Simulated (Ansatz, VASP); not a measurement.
## Two plane-wave programs on SrRu3

INCAR

```
PREC     = Accurate       # precision mode
ENCUT    = 520            # plane-wave cutoff, eV
EDIFF    = 1E-6           # SCF threshold, eV
ISMEAR   = 0              # smearing method
SIGMA    = 0.05           # smearing width, eV
LREAL    = F              # projectors in reciprocal space
LASPH    = T              # aspherical terms in the spheres
NELM     = 60             # most SCF steps
ALGO     = Normal         # electronic algorithm
ISIF     = 2              # what is computed and relaxed
LWAVE    = F              # write WAVECAR
LCHARG   = F              # write CHGCAR
GGA      = PS             # functional
NBANDS   = 34             # bands
```

Contents of KPOINTS:

```
Automatic mesh
0
Gamma
  8 8 8
```

POSCAR

```
SrRu3
1.0
    4.0558937728      0.0000000000      0.0000000000
    0.0000000000      4.0558937728      0.0000000000
    0.0000000000      0.0000000000      4.0558937728
Sr Ru
1 3
Direct
    0.0000000000      0.0000000000      0.0000000000
    0.0000000000      0.5000000000      0.5000000000
    0.5000000000      0.5000000000      0.0000000000
    0.5000000000      0.0000000000      0.5000000000
```

Input for Ansatz:

```yaml
crystal:
  lattice:
    - [4.0558937728, 0.0, 0.0]
    - [0.0, 4.0558937728, 0.0]
    - [0.0, 0.0, 4.0558937728]
  atoms:
    - { symbol: Sr, position: [0.0, 0.0, 0.0] }
    - { symbol: Ru, position: [0.0, 0.5, 0.5] }
    - { symbol: Ru, position: [0.5, 0.5, 0.0] }
    - { symbol: Ru, position: [0.5, 0.0, 0.5] }
basis:
  ecutwfc: 420
  ecutrho_ratio: 4
kpoints:
  mp_grid: { grid: [8, 8, 8] }
  band_path:
    path:
      - [[0.0, 0.0, 0.0], [0.0, 0.5, 0.0], [0.5, 0.5, 0.0], [0.0, 0.0, 0.0], [0.5, 0.5, 0.5], [0.0, 0.5, 0.0]]
      - [[0.5, 0.5, 0.5], [0.5, 0.5, 0.0]]
    npoints: 14
hamiltonian:
  xc: pbesol
scf:
  occupations: { method: gaussian, width: 0.05 }
output:
  forces: true
  stress: true
  eigenvalues: true
  populations: true
  dos: { projected: true, de: 0.02, nscf_kmesh: { grid: [12, 12, 12] } }
  bader: false
```

Alike in both runs: task single point; functional PBEsol; k mesh 8 × 8 × 8; occupations gaussian, width 0.05 eV; no spin polarisation.

|  | VASP | Ansatz |
| --- | --- | --- |
| version | VASP 6.6.1 | Ansatz 0.2.0 |
| potentials or method | VASP PAW PBE potentials, release 64 (Sr_sv, Ru_pv), cutoff 520 eV | scalar-relativistic, plane waves, PAW |
| valence electrons in the cell | 52 | 58 |

```csv
,VASP,Ansatz,Ansatz less VASP
pressure (GPa),0.7,0.0,-0.66
```

VASP's potentials were made for PBE, not for PBEsol. VASP's potentials hold 52 valence electrons a cell and Ansatz's 58, so a difference there can come from the potentials and not from the codes.
